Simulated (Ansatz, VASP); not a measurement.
# Hg in VASP and in Ansatz

INCAR

```
SYSTEM = Hg
ALGO = Normal
EDIFF = 1E-6
ENCUT = 500
GGA = PE
GGA_COMPAT = .False.
ISIF = 2
ISMEAR = 0
LASPH = .True.
LCHARG = .False.
LREAL = .False.
LWAVE = .False.
NBANDS = 48
NELM = 120
PREC = Accurate
SIGMA = 0.1
```

KPOINTS

```
k-points
0
Gamma
  8 8 12
  0 0 0
```

POSCAR

```
Hg
1.0
    2.8620561968     -5.5818744185      0.0000000000
    2.8620561968      5.5818744185      0.0000000000
    0.0000000000      0.0000000000      3.6598082340
Hg
4
Direct
    0.3778218945      0.6221781055      0.5027265389
    0.8778218945      0.1221781055      0.9972734611
    0.1221781055      0.8778218945      0.0027265389
    0.6221781055      0.3778218945      0.4972734611
```

Input for Ansatz:

```yaml
crystal:
  lattice:
    - [2.8620561968, -5.5818744185, 0.0]
    - [2.8620561968, 5.5818744185, 0.0]
    - [0.0, 0.0, 3.659808234]
  atoms:
    - { symbol: Hg, position: [0.3778218945, 0.6221781055, 0.5027265389] }
    - { symbol: Hg, position: [0.8778218945, 0.1221781055, 0.9972734611] }
    - { symbol: Hg, position: [0.1221781055, 0.8778218945, 0.0027265389] }
    - { symbol: Hg, position: [0.6221781055, 0.3778218945, 0.4972734611] }
basis:
  ecutwfc: 420
kpoints:
  mp_grid: { grid: [8, 8, 12] }
hamiltonian:
  xc: pbe
scf:
  occupations: { method: gaussian, width: 0.1 }
output:
  forces: true
  stress: true
  eigenvalues: true
```

Alike in both runs: task single point; functional PBE; k mesh 8 × 8 × 12; occupations gaussian, width 0.1 eV; no spin polarisation.

```csv
,VASP,Ansatz
version,VASP 6.6.1,Ansatz 0.2.0
potentials or method,"VASP PAW PBE potentials, release 64 (Hg_sv_GW), cutoff 500 eV","scalar-relativistic, plane waves, PAW"
valence electrons in the cell,80,80
```

|  | VASP | Ansatz | Ansatz less VASP |
| --- | --- | --- | --- |
| gap on the k mesh at the Fermi level (eV) | none | none | - |
| pressure (GPa) | 0.3 | 1.4 | +1.06 |
| traceless stress, the component that is largest in VASP (GPa) | 4.43 | 4.39 | -0.035 |
| rms of the force components (eV/Å) | 0.649 | 0.645 | -0.0034 |

Atom by atom the forces differ by 0.003 eV/Å (rms over components). A gap of «none» marks a metal or a gap that the smearing closes.

Spin-orbit coupling is off throughout.
